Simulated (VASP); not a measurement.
Input of a VASP 6.6.1 run:

File INCAR:

```
ALGO     = Normal         # electronic algorithm
EDIFF    = 1E-8           # SCF threshold, eV
ENCUT    = 520            # plane-wave cutoff, eV
ISIF     = 2              # what is computed and relaxed
ISMEAR   = 0              # smearing method
KPAR     = 4            
LASPH    = T              # aspherical terms in the spheres
LCALCEPS = T            
LCHARG   = F              # write CHGCAR
LMIXTAU  = T            
LREAL    = F              # projectors in reciprocal space
LWAVE    = F              # write WAVECAR
METAGGA  = R2SCAN         # meta-GGA
NELM     = 100            # most SCF steps
PREC     = Accurate       # precision mode
SIGMA    = 0.01           # smearing width, eV
```

KPOINTS

```
k-points
0
Gamma
  6 6 6
```

Contents of POSCAR:

```
BaHfO3
1.0
    4.1770587708      0.0000000000      0.0000000000
    0.0000000000      4.1770587708      0.0000000000
    0.0000000000      0.0000000000      4.2188293586
Ba Hf O
1 1 3
Direct
    0.0000000000      0.0000000000      0.0000000000
    0.5000000000      0.5000000000      0.5000000000
    0.5000000000      0.5000000000      0.0000000000
    0.5000000000      0.0000000000      0.5000000000
    0.0000000000      0.5000000000      0.5000000000
```

Potentials or basis: VASP PAW PBE potentials, release 64 (Ba_sv, Hf_pv, O).

Command:

```bash
$ cat potpaw_PBE.64/Ba_sv/POTCAR potpaw_PBE.64/Hf_pv/POTCAR potpaw_PBE.64/O/POTCAR > POTCAR
$ mpirun -np 4 vasp_std > vasp.out
```

Problem. Predict the electronic dielectric tensor (diagonal).

Solution. 4.31, 4.31, 4.30.

Problem. Estimate the Born charges (mean of the diagonal).

Solution. Ba +2.68; Hf +5.73; O -2.79, -2.81 (each value once) e.

Problem. What does it give for the band gap on the k mesh?

Solution. 4.06 eV (least direct gap 4.31 eV).

Dipole moments of the cell (e·Å, modulo the quantum): ionic -45.948, -45.948, -46.407; electronic 4.177, -4.177, 4.232

Caveat: the cell differs from its parent crystal (uniaxial z strain +1.0%); spin-orbit coupling is left out, which moves the levels of the heavy elements. A k mesh can miss the band edges.
